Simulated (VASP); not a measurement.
# SrO (Pm-3m) in VASP: further runs

Runs on SrO. Level: PBE. Tasks: single point.

All numbers are computed with VASP 6.6.1; they aren't measurements. Logs are shortened: lines on timing, memory, paths and dates and some standing lists are left out, and cuts for length are marked.

### 1 The cell of the first run

The structure is cubic, space group Pm-3m (No. 221). Conventional cell: a = 2.996 Å, b = 2.996 Å, c = 2.996 Å, α = 90.00°, β = 90.00°, γ = 90.00°. Within 3.4 Å of Sr (site symmetry m-3m) lie 8 O at 2.59 Å and 6 Sr at 3.00 Å. O (site symmetry m-3m) has 8 Sr at 2.59 Å and 6 O at 3.00 Å within 3.4 Å.

### 2 Single point, PBE (volume changed by -10%)

File INCAR:

```
PREC     = Accurate       # precision mode
ENCUT    = 520            # plane-wave cutoff, eV
EDIFF    = 1E-6           # SCF threshold, eV
ISMEAR   = 0              # smearing method
SIGMA    = 0.01           # smearing width, eV
LREAL    = F              # projectors in reciprocal space
LASPH    = T              # aspherical terms in the spheres
NELM     = 60             # most SCF steps
ALGO     = Normal         # electronic algorithm
ISIF     = 2              # what is computed and relaxed
LWAVE    = F              # write WAVECAR
LCHARG   = F              # write CHGCAR
GGA      = PE             # functional
NBANDS   = 15             # bands
```

File KPOINTS:

```
Automatic mesh
0
Gamma
  6 6 6
```

File POSCAR:

```
SrO
1.0
    2.9957832862      0.0000000000      0.0000000000
    0.0000000000      2.9957832862      0.0000000000
    0.0000000000      0.0000000000      2.9957832862
Sr O
1 1
Direct
    0.0000000000      0.0000000000      0.0000000000
    0.5000000000      0.5000000000      0.5000000000
```

Potentials or basis: VASP PAW PBE potentials, release 64 (Sr_sv, O).

Started as:

```console
> cat potpaw_PBE.64/Sr_sv/POTCAR potpaw_PBE.64/O/POTCAR > POTCAR
> mpirun -np 1 vasp_std > vasp.out
```

OUTCAR:

```text
PREC = Accurate
   ENCUT = 520
   EDIFF = 1E-6
   ISMEAR = 0
   LREAL = F
   LASPH = T
   NELM = 60
   ISIF = 2
   GGA = PE

 ion  position               nearest neighbor table
   1  0.000  0.000  0.000-   2 2.59   2 2.59   2 2.59   2 2.59   2 2.59   2 2.59   2 2.59   2 2.59

   2  0.500  0.500  0.500-   1 2.59   1 2.59   1 2.59   1 2.59   1 2.59   1 2.59   1 2.59   1 2.59

  LATTYP: Found a simple cubic cell.
 ALAT       =     2.9957832862

  Lattice vectors:

 A1 = (   2.9957832862,   0.0000000000,   0.0000000000)
 A2 = (   0.0000000000,   2.9957832862,   0.0000000000)
 A3 = (   0.0000000000,   0.0000000000,   2.9957832862)

Analysis of symmetry for initial positions (statically):
=====================================================================
 Subroutine PRICEL returns:
 Original cell was already a primitive cell.

 Routine SETGRP: Setting up the symmetry group for a
 simple cubic supercell.

 Subroutine GETGRP returns: Found 48 space group operations
 (whereof 48 operations were pure point group operations)
 out of a pool of 48 trial point group operations.

The static configuration has the point symmetry O_h .

Analysis of symmetry for dynamics (positions and initial velocities):
=====================================================================
 Subroutine PRICEL returns:
 Original cell was already a primitive cell.

 Routine SETGRP: Setting up the symmetry group for a
 simple cubic supercell.

 Subroutine GETGRP returns: Found 48 space group operations
 (whereof 48 operations were pure point group operations)
 out of a pool of 48 trial point group operations.

The dynamic configuration has the point symmetry O_h .

 Subroutine INISYM returns: Found 48 space group operations
 (whereof 48 operations are pure point group operations),
 and found     1 'primitive' translations

----------------------------------------------------------------------------------------

                                     Primitive cell

  volume of cell :      26.8863

  direct lattice vectors                    reciprocal lattice vectors
     2.995783286  0.000000000  0.000000000     0.333802517  0.000000000  0.000000000
     0.000000000  2.995783286  0.000000000     0.000000000  0.333802517  0.000000000
     0.000000000  0.000000000  2.995783286     0.000000000  0.000000000  0.333802517

  length of vectors
     2.995783286  2.995783286  2.995783286     0.333802517  0.333802517  0.333802517

  position of ions in fractional coordinates (direct lattice)
     0.000000000  0.000000000  0.000000000
     0.500000000  0.500000000  0.500000000

  ion indices of the primitive-cell ions
   primitive index   ion index
                 1           1
                 2           2

----------------------------------------------------------------------------------------

 KPOINTS: Automatic mesh

Automatic generation of k-mesh.
 Grid dimensions read from file:
 generate k-points for:    6    6    6

 Generating k-lattice:

  Cartesian coordinates                     Fractional coordinates (reciprocal lattice)
     0.055633753  0.000000000  0.000000000     0.166666667  0.000000000  0.000000000
     0.000000000  0.055633753  0.000000000     0.000000000  0.166666667  0.000000000
     0.000000000  0.000000000  0.055633753     0.000000000  0.000000000  0.166666667

  Length of vectors
     0.055633753  0.055633753  0.055633753

  Shift w.r.t. Gamma in fractional coordinates (k-lattice)
     0.000000000  0.000000000  0.000000000

 Subroutine IBZKPT returns following result:
 ===========================================

 Found     20 irreducible k-points:

 Following reciprocal coordinates:
            Coordinates               Weight
  0.000000  0.000000  0.000000      1.000000
  0.166667  0.000000  0.000000      6.000000
  0.333333  0.000000  0.000000      6.000000
  0.500000  0.000000  0.000000      3.000000
  0.166667  0.166667  0.000000     12.000000
  0.333333  0.166667  0.000000     24.000000
[... 12 lines left out ...]
  0.500000  0.500000  0.333333      6.000000
  0.500000  0.500000  0.500000      1.000000
   k-points           NKPTS =     20   k-points in BZ     NKDIM =     20   number of bands    NBANDS=     15
   number of dos      NEDOS =    301   number of ions     NIONS =      2
   total plane-waves  NPLWV =  13824
   dimension x,y,z NGX =    24 NGY =   24 NGZ =   24
   dimension x,y,z NGXF=    48 NGYF=   48 NGZF=   48
   ions per type =               1   1
   NGX,Y,Z   is equivalent  to a cutoff of  13.32, 13.32, 13.32 a.u.
   NGXF,Y,Z  is equivalent  to a cutoff of  26.64, 26.64, 26.64 a.u.
 SYSTEM =  unknown system
   PREC   = accura    normal or accurate (medium, high low for compatibility)
   ISTART =      0    job   : 0-new  1-cont  2-samecut
   ICHARG =      2    charge: 1-file 2-atom 10-const
   ISPIN  =      1    spin polarized calculation?
   LNONCOLLINEAR =      F non collinear calculations
   LSORBIT =      F    spin-orbit coupling
   LASPH  =      T    aspherical Exc in radial PAW
   ENCUT  =  520.0 eV  38.22 Ry    6.18 a.u.   5.57  5.57  5.57*2*pi/ulx,y,z
   NELM   =     60;   NELMIN=  2; NELMDL= -5     # of ELM steps
   EDIFF  = 0.1E-05   stopping-criterion for ELM
   LREAL  =      F    real-space projection
   EDIFFG = 0.1E-04   stopping-criterion for IOM
   NSW    =      0    number of steps for IOM
   IBRION =     -1    ionic relax: 0-MD 1-quasi-New 2-CG
   NFREE  =      0    steps in history (QN), initial steepest desc. (CG)
   ISIF   =      2    stress and relaxation
   ISYM   =      2    0-nonsym 1-usesym 2-fastsym
   POTIM  = 0.5000    time-step for ionic-motion
   TEBEG  =    0.0;   TEEND  =   0.0 temperature during run
   PSTRESS=    0.0 pullay stress
   NELECT =      16.0000    total number of electrons
   NUPDOWN=      -1.0000    fix difference up-down
   EMIN   =  10.00;   EMAX   =-10.00  energy-range for DOS
   EFERMI =   0.00;   METHOD = LEGACY
   ISMEAR =     0;   SIGMA  =   0.01  broadening in eV -4-tet -1-fermi 0-gaus
   EFERMI_NEDOS =   21; number of points for ismear=-14 and -15
   IALGO  =     38    algorithm
   IMIX   =      4    mixing-type and parameters
     AMIX     =   0.40;   BMIX     =  1.00
     AMIX_MAG =   1.60;   BMIX_MAG =  1.00
  volume/ion in A,a.u.               =      13.44        90.72
  Fermi-wavevector in a.u.,A,eV,Ry     =   1.377012  2.602176 25.798856  1.896162
  Thomas-Fermi vector in A             =   2.502204
   LORBIT       =      0    0 simple, 1 ext, 2 COOP (PROOUT), +10 PAW based schemes
   GGA     = PE    functional components
   LHFCALC =     F    Hartree Fock is set to
   AEXX    =    0.0000 exact exchange contribution
   IVDW    =     0    specifies the selected vdW correction
   LEPSILON=     F    determine dielectric tensor
   LRPA    =     F    only Hartree local field effects (RPA)
 non-spin polarized calculation
 Gauss-broadening in eV      SIGMA  =   0.01
  energy-cutoff  :      520.00
  volume of cell :       26.89
 maximum number of plane-waves:       739
 NGX is ok and might be reduce to    24
   NGX = 11   NGY = 11   NGZ = 11

 number of electron      16.0000000 magnetization

 Free energy of the ion-electron system (eV)
  ---------------------------------------------------
  ext. energy  EPLUGINS =         0.00000000
  ---------------------------------------------------
  free energy    TOTEN  =       -11.02289768 eV

  energy without entropy =      -11.02289768  energy(sigma->0) =      -11.02289768

 E-fermi :   3.9200     XC(G=0): -11.3727

 val. band max:        3.7603545848   @ k =   0.0000   0.0000   0.0000
 cond. band min:       6.4556871813   @ k =   0.0000   0.0000   0.0000
 fundamental gap:      2.6953325965
 Fermi energy:         3.9199826708

 k-point     1 :       0.0000    0.0000    0.0000
  band No.  band energies     occupation
      1     -29.9315      2.00000
      2     -12.1488      2.00000
      3     -10.8618      2.00000
      4     -10.8618      2.00000
      5     -10.8618      2.00000
      6       3.7604      2.00000
      7       3.7604      2.00000
      8       3.7604      2.00000
      9       6.4557      0.00000
     10       6.4557      0.00000
     11       9.7203      0.00000
     12      15.1725      0.00000
     13      15.1725      0.00000
     14      15.1725      0.00000
     15      24.4994      0.00000

 k-point     2 :       0.1667    0.0000    0.0000
  band No.  band energies     occupation
      1     -29.8521      2.00000
      2     -12.9045      2.00000
      3     -10.7917      2.00000
      4     -10.7917      2.00000
      5     -10.4698      2.00000
      6       2.7017      2.00000
      7       3.5734      2.00000
      8       3.5734      2.00000
      9       6.7254      0.00000
     10       7.9261      0.00000
     11      10.8818      0.00000
     12      14.7160      0.00000
     13      14.7160      0.00000
     14      15.3280      0.00000
     15      21.2082      0.00000

 k-point     3 :       0.3333    0.0000    0.0000
  band No.  band energies     occupation
      1     -29.6870      2.00000
      2     -14.0072      2.00000
      3     -10.6466      2.00000
      4     -10.6466      2.00000
      5      -9.9868      2.00000
      6       1.2008      2.00000
      7       3.1789      2.00000
      8       3.1789      2.00000
      9       7.3627      0.00000
     10      10.7249      0.00000
     11      13.4716      0.00000
     12      14.1053      0.00000
     13      14.1053      0.00000
     14      15.6642      0.00000
     15      18.0376      0.00000

 k-point     4 :       0.5000    0.0000    0.0000
  band No.  band energies     occupation
      1     -29.6011      2.00000
      2     -14.4802      2.00000
      3     -10.5715      2.00000
      4     -10.5715      2.00000
      5      -9.7771      2.00000
      6       0.5720      2.00000
      7       2.9726      2.00000
      8       2.9726      2.00000
      9       7.7547      0.00000
     10      11.9686      0.00000
     11      13.9026      0.00000
     12      13.9026      0.00000
     13      15.8260      0.00000
     14      15.8474      0.00000
     15      16.7806      0.00000
[... 235 lines left out ...]
 k-point    18 :       0.5000    0.3333    0.3333
  band No.  band energies     occupation
      1     -29.1774      2.00000
      2     -12.7720      2.00000
      3     -11.9913      2.00000
      4     -11.8828      2.00000
      5     -11.2245      2.00000
      6       0.8973      2.00000
      7       1.2058      2.00000
      8       1.8953      2.00000
      9      11.2421      0.00000
     10      12.3054      0.00000
     11      12.8107      0.00000
     12      13.3575      0.00000
     13      15.0115      0.00000
     14      19.2764      0.00000
     15      20.4506      0.00000

 k-point    19 :       0.5000    0.5000    0.3333
  band No.  band energies     occupation
      1     -29.1056      2.00000
      2     -12.3802      2.00000
      3     -12.3802      2.00000
      4     -11.8249      2.00000
      5     -11.4616      2.00000
      6       0.8563      2.00000
      7       0.8563      2.00000
      8       0.9910      2.00000
      9      12.0136      0.00000
     10      12.6000      0.00000
     11      12.6000      0.00000
     12      13.8346      0.00000
     13      18.2717      0.00000
     14      19.3997      0.00000
     15      19.3997      0.00000

 k-point    20 :       0.5000    0.5000    0.5000
  band No.  band energies     occupation
      1     -29.0353      2.00000
      2     -12.2547      2.00000
      3     -12.2547      2.00000
      4     -12.2547      2.00000
      5     -11.3308      2.00000
      6       0.3461      2.00000
      7       0.3461      2.00000
      8       0.3461      2.00000
      9      12.8679      0.00000
     10      12.8679      0.00000
     11      12.8679      0.00000
     12      18.3601      0.00000
     13      18.3601      0.00000
     14      19.1593      0.00000
     15      19.1593      0.00000

------------------------ aborting loop because EDIFF is reached ----------------------------------------

  FORCE on cell =-STRESS in cart. coord.  units (eV):
  Direction    XX          YY          ZZ          XY          YZ          ZX
  --------------------------------------------------------------------------------------
  -------------------------------------------------------------------------------------
  Total        2.9299743      2.9299743      2.9299743      0.0000000      0.0000000     -0.0000000
  in kB      174.5995878    174.5995878    174.5995878      0.0000000      0.0000000     -0.0000000
  external PRESSURE =     174.5995878 kB  Pullay stress =       0.0000000 kB

 VOLUME and BASIS-vectors are now :
 -----------------------------------------------------------------------------
  energy-cutoff  :      520.00
  volume of cell :       26.89
      direct lattice vectors                 reciprocal lattice vectors
     2.995783286  0.000000000  0.000000000     0.333802517  0.000000000  0.000000000
     0.000000000  2.995783286  0.000000000     0.000000000  0.333802517  0.000000000
     0.000000000  0.000000000  2.995783286     0.000000000  0.000000000  0.333802517

 POSITION                                       TOTAL-FORCE (eV/Angst)
 -----------------------------------------------------------------------------------
      0.00000      0.00000      0.00000         0.000000      0.000000      0.000000
      1.49789      1.49789      1.49789         0.000000      0.000000      0.000000
 -----------------------------------------------------------------------------------
    total drift:                                0.000000      0.000000     -0.000000

  FREE ENERGIE OF THE ION-ELECTRON SYSTEM (eV)
  ---------------------------------------------------
  free  energy   TOTEN  =       -11.0228976811 eV

  energy  without entropy=      -11.0228976811  energy(sigma->0) =      -11.02289768
```

Run time: 13 s. Hardware: 1 thread of Intel Xeon 8259CL, shared host; peak memory 0.14 GiB.

What came out:

| Item | Value |
| --- | --- |
| Free energy | -11.0229 eV |
| Pressure | 17.5 GPa |
| Band gap on the k mesh | 2.70 eV, direct |

 A k mesh can miss the band edges.

[end of part 1 of 2]
